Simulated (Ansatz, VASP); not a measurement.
**Be7S: VASP beside Ansatz**

```
CELL_PARAMETERS angstrom
2.20909 -2.47456 0.00000
2.20909 2.47456 0.00000
0.00000 0.00000 7.00685
ATOMIC_POSITIONS crystal
Be 0.76193 0.23807 0.50000
Be 0.23807 0.76193 0.50000
Be 0.74352 0.74352 0.29809
Be 0.74352 0.74352 0.70191
Be 0.25648 0.25648 0.70191
Be 0.25648 0.25648 0.29809
Be 0.50000 0.50000 0.00000
S 0.00000 0.00000 0.00000
```

Alike in both runs: functional PBE; k mesh 10 × 10 × 6; occupations gaussian, width 0.1 eV; no spin polarisation.

Ansatz relaxed the structure, and its values are those at the end. VASP's run is a single point on that final structure, the one shown.

|  | VASP | Ansatz |
| --- | --- | --- |
| version | VASP 6.6.1 | Ansatz 0.2.0 |
| potentials or method | VASP PAW PBE potentials, release 64 (Be, S), cutoff 520 eV | scalar-relativistic, plane waves, PAW |
| valence electrons in the cell | 20 | 20 |

VASP gave:

* gap on the k mesh at the Fermi level (eV): none
* pressure (GPa): 0.1
* rms of the force components (eV/Å): 0.003

Estimate Ansatz's values.

gap on the k mesh at the Fermi level (eV): none; pressure (GPa): 0.0; rms of the force components (eV/Å): 0.002.

A gap of «none» marks a metal or a gap that the smearing closes. The functional is the same, so the differences come from potentials, cutoffs and numerics.
